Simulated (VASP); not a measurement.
# Hf4C (P2/m) in VASP: single point with PBE

Aim: the single point of Hf4C with PBE.

All numbers are computed with VASP 6.6.1; they aren't measurements. Logs are shortened: lines on timing, memory, paths and dates and some standing lists are left out, and cuts for length are marked.

### Step 1. The cell of the first run

The structure is monoclinic, space group P2/m (No. 10). Conventional cell: a = 5.235 Å, b = 3.270 Å, c = 5.600 Å, α = 90.00°, β = 90.58°, γ = 90.00°. Within 3.0 Å of Hf (site symmetry m) lie 1 C at 2.27 Å. Within 3.0 Å of Hf (site symmetry m) lie 2 C at 2.27 Å. C (site symmetry 2/m) has 6 Hf at 2.27 Å within 3.0 Å.

### Step 2. Single point, PBE

Contents of INCAR:

```
SYSTEM = Hf4C
ALGO     = Normal         ! electronic algorithm
EDIFF    = 1E-7           ! SCF threshold, eV
ENCUT    = 520            ! plane-wave cutoff, eV
GGA      = PE             ! functional
ISIF     = 2              ! what is computed and relaxed
ISMEAR   = 0              ! smearing method
LASPH    = .TRUE.         ! aspherical terms in the spheres
LCHARG   = .FALSE.        ! write CHGCAR
LREAL    = .FALSE.        ! projectors in reciprocal space
LWAVE    = .FALSE.        ! write WAVECAR
NBANDS   = 30             ! bands
NELM     = 60             ! most SCF steps
PREC     = Accurate       ! precision mode
SIGMA    = 0.1            ! smearing width, eV
```

Contents of KPOINTS:

```
k-points
0
G
  6 10 6
  0 0 0
```

Contents of POSCAR:

```
Hf4C
1.0
    5.2349841760      0.0000000000     -0.0151167033
    0.0000000000      3.2699211406      0.0000000000
   -0.0409907986      0.0000000000      5.6000252575
Hf C
4 1
Direct
    0.7440245086      0.0000000000      0.3241884267
    0.2559754914      0.0000000000      0.6758115733
    0.2478695724      0.5000000000      0.1629066764
    0.7521304276      0.5000000000      0.8370933236
    0.0000000000      0.0000000000      0.0000000000
```

Potentials or basis: VASP PAW PBE potentials, release 64 (Hf_pv, C).

Launch:

```bash
$ cat potpaw_PBE.64/Hf_pv/POTCAR potpaw_PBE.64/C/POTCAR > POTCAR
$ mpirun -np 1 vasp_std > vasp.out
```

OUTCAR:

```text
SYSTEM = Hf4C
   EDIFF = 1E-7
   ENCUT = 520
   GGA = PE
   ISIF = 2
   ISMEAR = 0
   LASPH = .TRUE.
   LREAL = .FALSE.
   NELM = 60
   PREC = Accurate

 ion  position               nearest neighbor table
   1  0.744  0.000  0.324-   5 2.27   4 3.18   4 3.18   3 3.19   3 3.19   3 3.24   3 3.24   2 3.24
                             4 3.30   4 3.30   2 3.31
   2  0.256  0.000  0.676-   5 2.27   3 3.18   3 3.18   4 3.19   4 3.19   4 3.24   4 3.24   1 3.24
                             3 3.30   3 3.30   1 3.31
   3  0.248  0.500  0.163-   5 2.27   5 2.27   4 3.16   2 3.18   2 3.18   1 3.19   1 3.19   4 3.22
                             1 3.24   1 3.24   2 3.30   2 3.30
   4  0.752  0.500  0.837-   5 2.27   5 2.27   3 3.16   1 3.18   1 3.18   2 3.19   2 3.19   3 3.22
                             2 3.24   2 3.24   1 3.30   1 3.30
   5  0.000  0.000  0.000-   1 2.27   2 2.27   3 2.27   4 2.27   3 2.27   4 2.27

  LATTYP: Found a simple monoclinic cell.
 ALAT       =     5.2350060017
 B/A-ratio  =     0.6246260538
 C/A-ratio  =     1.0697552734
 COS(beta)  =    -0.0102070676

  Lattice vectors:

 A1 = (   5.2349841760,   0.0000000000,  -0.0151167033)
 A2 = (   0.0000000000,   3.2699211406,   0.0000000000)
 A3 = (  -0.0409907986,   0.0000000000,   5.6000252575)

Analysis of symmetry for initial positions (statically):
=====================================================================
 Subroutine PRICEL returns:
 Original cell was already a primitive cell.

 Routine SETGRP: Setting up the symmetry group for a
 simple monoclinic supercell.

 Subroutine GETGRP returns: Found  4 space group operations
 (whereof  4 operations were pure point group operations)
 out of a pool of  4 trial point group operations.

The static configuration has the point symmetry C_2h.

Analysis of symmetry for dynamics (positions and initial velocities):
=====================================================================
 Subroutine PRICEL returns:
 Original cell was already a primitive cell.

 Routine SETGRP: Setting up the symmetry group for a
 simple monoclinic supercell.

 Subroutine GETGRP returns: Found  4 space group operations
 (whereof  4 operations were pure point group operations)
 out of a pool of  4 trial point group operations.

The dynamic configuration has the point symmetry C_2h.

 Subroutine INISYM returns: Found  4 space group operations
 (whereof  4 operations are pure point group operations),
 and found     1 'primitive' translations

----------------------------------------------------------------------------------------

                                     Primitive cell

  volume of cell :      95.8591

  direct lattice vectors                    reciprocal lattice vectors
     5.234984176  0.000000000 -0.015116703     0.191026583  0.000000000  0.001398267
     0.000000000  3.269921141  0.000000000     0.000000000  0.305817773  0.000000000
    -0.040990799  0.000000000  5.600025257     0.000515657  0.000000000  0.178574398

  length of vectors
     5.235006002  3.269921141  5.600175277     0.191031700  0.305817773  0.178575142

  position of ions in fractional coordinates (direct lattice)
     0.744024509  0.000000000  0.324188427
     0.255975491  0.000000000  0.675811573
     0.247869572  0.500000000  0.162906676
     0.752130428  0.500000000  0.837093324
     0.000000000  0.000000000  0.000000000

  ion indices of the primitive-cell ions
   primitive index   ion index
                 1           1
                 2           2
                 3           3
                 4           4
                 5           5

----------------------------------------------------------------------------------------

 KPOINTS: k-points

Automatic generation of k-mesh.
 Grid dimensions read from file:
 generate k-points for:    6   10    6

 Generating k-lattice:

  Cartesian coordinates                     Fractional coordinates (reciprocal lattice)
     0.031837764  0.000000000  0.000233045     0.166666667  0.000000000  0.000000000
     0.000000000  0.030581777  0.000000000     0.000000000  0.100000000  0.000000000
     0.000085943  0.000000000  0.029762400     0.000000000  0.000000000  0.166666667

  Length of vectors
     0.031838617  0.030581777  0.029762524

  Shift w.r.t. Gamma in fractional coordinates (k-lattice)
     0.000000000  0.000000000  0.000000000

 Subroutine IBZKPT returns following result:
 ===========================================

 Found    120 irreducible k-points:

 Following reciprocal coordinates:
            Coordinates               Weight
  0.000000  0.000000  0.000000      1.000000
  0.166667  0.000000  0.000000      2.000000
  0.333333  0.000000  0.000000      2.000000
  0.500000  0.000000  0.000000      1.000000
  0.000000  0.100000  0.000000      2.000000
  0.166667  0.100000  0.000000      4.000000
[... 16 lines left out ...]
  0.333333  0.500000  0.000000      2.000000
  0.500000  0.500000  0.000000      1.000000
 [... further k-points ...]
   k-points           NKPTS =    120   k-points in BZ     NKDIM =    120   number of bands    NBANDS=     30
   number of dos      NEDOS =    301   number of ions     NIONS =      5
   total plane-waves  NPLWV =  40320
   dimension x,y,z NGX =    40 NGY =   24 NGZ =   42
   dimension x,y,z NGXF=    80 NGYF=   48 NGZF=   84
   ions per type =               4   1
   NGX,Y,Z   is equivalent  to a cutoff of  12.70, 12.20, 12.47 a.u.
   NGXF,Y,Z  is equivalent  to a cutoff of  25.41, 24.40, 24.94 a.u.
 SYSTEM =  Hf4C
   PREC   = accura    normal or accurate (medium, high low for compatibility)
   ISTART =      0    job   : 0-new  1-cont  2-samecut
   ICHARG =      2    charge: 1-file 2-atom 10-const
   ISPIN  =      1    spin polarized calculation?
   LNONCOLLINEAR =      F non collinear calculations
   LSORBIT =      F    spin-orbit coupling
   LASPH  =      T    aspherical Exc in radial PAW
   ENCUT  =  520.0 eV  38.22 Ry    6.18 a.u.   9.73  6.08 10.41*2*pi/ulx,y,z
   NELM   =     60;   NELMIN=  2; NELMDL= -5     # of ELM steps
   EDIFF  = 0.1E-06   stopping-criterion for ELM
   LREAL  =      F    real-space projection
   EDIFFG = 0.1E-05   stopping-criterion for IOM
   NSW    =      0    number of steps for IOM
   IBRION =     -1    ionic relax: 0-MD 1-quasi-New 2-CG
   NFREE  =      0    steps in history (QN), initial steepest desc. (CG)
   ISIF   =      2    stress and relaxation
   ISYM   =      2    0-nonsym 1-usesym 2-fastsym
   POTIM  = 0.5000    time-step for ionic-motion
   TEBEG  =    0.0;   TEEND  =   0.0 temperature during run
   PSTRESS=    0.0 pullay stress
   NELECT =      44.0000    total number of electrons
   NUPDOWN=      -1.0000    fix difference up-down
   EMIN   =  10.00;   EMAX   =-10.00  energy-range for DOS
   EFERMI =   0.00;   METHOD = LEGACY
   ISMEAR =     0;   SIGMA  =   0.10  broadening in eV -4-tet -1-fermi 0-gaus
   EFERMI_NEDOS =   21; number of points for ismear=-14 and -15
   IALGO  =     38    algorithm
   IMIX   =      4    mixing-type and parameters
     AMIX     =   0.40;   BMIX     =  1.00
     AMIX_MAG =   1.60;   BMIX_MAG =  1.00
  volume/ion in A,a.u.               =      19.17       129.38
  Fermi-wavevector in a.u.,A,eV,Ry     =   1.262839  2.386419 21.698051  1.594762
  Thomas-Fermi vector in A             =   2.396226
   LORBIT       =      0    0 simple, 1 ext, 2 COOP (PROOUT), +10 PAW based schemes
   GGA     = PE    functional components
   LHFCALC =     F    Hartree Fock is set to
   AEXX    =    0.0000 exact exchange contribution
   IVDW    =     0    specifies the selected vdW correction
   LEPSILON=     F    determine dielectric tensor
   LRPA    =     F    only Hartree local field effects (RPA)
 non-spin polarized calculation
 Gauss-broadening in eV      SIGMA  =   0.10
  energy-cutoff  :      520.00
  volume of cell :       95.86
 maximum number of plane-waves:      2606
   NGX = 19   NGY = 13   NGZ = 21

 number of electron      44.0000007 magnetization

 Free energy of the ion-electron system (eV)
  ---------------------------------------------------
  ext. energy  EPLUGINS =         0.00000000
  ---------------------------------------------------
  free energy    TOTEN  =       -50.57751909 eV

  energy without entropy =      -50.54941300  energy(sigma->0) =      -50.56346605

 E-fermi :   4.6259     XC(G=0): -11.3556

 val. band max:        4.6230070944   @ k =   0.5000   0.1000   0.1667
 cond. band min:       4.6303730830   @ k =   0.5000   0.1000   0.0000
 fundamental gap:      0.0073659886
 Fermi energy:         4.6258931505

 k-point     1 :       0.0000    0.0000    0.0000
  band No.  band energies     occupation
      1     -25.9724      2.00000
      2     -25.8642      2.00000
      3     -25.7480      2.00000
      4     -25.6860      2.00000
      5     -25.5454      2.00000
      6     -25.4608      2.00000
[... 22 lines left out ...]
     29       7.6184      0.00000
     30       8.5223      0.00000

 k-point     2 :       0.1667    0.0000    0.0000
  band No.  band energies     occupation
      1     -25.9325      2.00000
      2     -25.8886      2.00000
      3     -25.7746      2.00000
      4     -25.6476      2.00000
      5     -25.5369      2.00000
      6     -25.4626      2.00000
[... 22 lines left out ...]
     29       7.8877      0.00000
     30       8.6167      0.00000

 k-point     3 :       0.3333    0.0000    0.0000
  band No.  band energies     occupation
      1     -25.9162      2.00000
      2     -25.8507      2.00000
      3     -25.8006      2.00000
      4     -25.6016      2.00000
      5     -25.5151      2.00000
      6     -25.4708      2.00000
[... 22 lines left out ...]
     29       8.3642      0.00000
     30       8.5262      0.00000

 k-point     4 :       0.5000    0.0000    0.0000
  band No.  band energies     occupation
      1     -25.9110      2.00000
      2     -25.8837      2.00000
      3     -25.6750      2.00000
      4     -25.6598      2.00000
      5     -25.4918      2.00000
      6     -25.4873      2.00000
[... 22 lines left out ...]
     29       8.2152      0.00000
     30       9.2992      0.00000

 k-point     5 :       0.0000    0.1000    0.0000
  band No.  band energies     occupation
      1     -25.9564      2.00000
      2     -25.8515      2.00000
      3     -25.7358      2.00000
      4     -25.6751      2.00000
      5     -25.5709      2.00000
      6     -25.4912      2.00000
[... 22 lines left out ...]
     29       7.3036      0.00000
     30       8.7485      0.00000
[... 526 lines left out ...]
     29       8.7736      0.00000
     30       9.1821      0.00000

 k-point    22 :       0.1667    0.5000    0.0000
  band No.  band energies     occupation
      1     -25.8137      2.00000
      2     -25.8097      2.00000
      3     -25.7746      2.00000
      4     -25.7374      2.00000
      5     -25.6367      2.00000
      6     -25.5504      2.00000
[... 22 lines left out ...]
     29       8.8139      0.00000
     30       9.2838      0.00000

 k-point    23 :       0.3333    0.5000    0.0000
  band No.  band energies     occupation
      1     -25.8484      2.00000
      2     -25.8365      2.00000
      3     -25.8092      2.00000
      4     -25.7513      2.00000
      5     -25.6704      2.00000
      6     -25.5818      2.00000
[... 22 lines left out ...]
     29       8.1807      0.00000
     30       9.0997      0.00000

 k-point    24 :       0.5000    0.5000    0.0000
  band No.  band energies     occupation
      1     -25.8582      2.00000
      2     -25.8537      2.00000
      3     -25.8142      2.00000
      4     -25.7837      2.00000
      5     -25.6383      2.00000
      6     -25.6222      2.00000
[... 22 lines left out ...]
     29       7.6603      0.00000
     30       9.4017      0.00000

 [... further k-points ...]
[... 5 lines left out ...]
  --------------------------------------------------------------------------------------
  -------------------------------------------------------------------------------------
  Total       -0.3133449     -0.3195999     -0.2898433      0.0000000      0.0000000      0.0151937
  in kB       -5.2372074     -5.3417522     -4.8444044      0.0000000      0.0000000      0.2539459
  external PRESSURE =      -5.1411213 kB  Pullay stress =       0.0000000 kB

 VOLUME and BASIS-vectors are now :
 -----------------------------------------------------------------------------
  energy-cutoff  :      520.00
  volume of cell :       95.86
      direct lattice vectors                 reciprocal lattice vectors
     5.234984176  0.000000000 -0.015116703     0.191026583  0.000000000  0.001398267
     0.000000000  3.269921141  0.000000000     0.000000000  0.305817773  0.000000000
    -0.040990799  0.000000000  5.600025257     0.000515657  0.000000000  0.178574398

 POSITION                                       TOTAL-FORCE (eV/Angst)
 -----------------------------------------------------------------------------------
      3.88167      0.00000      1.80422         0.028649      0.000000     -0.041748
      1.31233      0.00000      3.78069        -0.028649      0.000000      0.041748
      1.29092      1.63496      0.90853        -0.039605     -0.000000     -0.042528
      3.90308      1.63496      4.67637         0.039605      0.000000      0.042528
      0.00000      0.00000      0.00000         0.000000      0.000000     -0.000000
 -----------------------------------------------------------------------------------
    total drift:                               -0.000000     -0.000000     -0.000000

  FREE ENERGIE OF THE ION-ELECTRON SYSTEM (eV)
  ---------------------------------------------------
  free  energy   TOTEN  =       -50.5775190914 eV

  energy  without entropy=      -50.5494130028  energy(sigma->0) =      -50.56346605
```

It took 2.3 min on 1 thread of Intel Xeon 6975P-C (Granite Rapids), shared host; peak memory 0.39 GiB.

What came out:

| Property | Result |
| --- | --- |
| Free energy | -50.5775 eV |
| Pressure | -0.5 GPa |
| Largest force | 0.058 eV/Å |
| Band gap on the k mesh | zero (bands 22 and 23 overlap by 1.05 eV) |

Forces in eV/Å, atoms in the order of the input:
```
Hf   0.029  0.000 -0.042
Hf  -0.029  0.000  0.042
Hf  -0.040  0.000 -0.043
Hf   0.040  0.000  0.043
C    0.000  0.000  0.000
```

Caveat: spin-orbit coupling is left out, which moves the levels of the heavy elements.
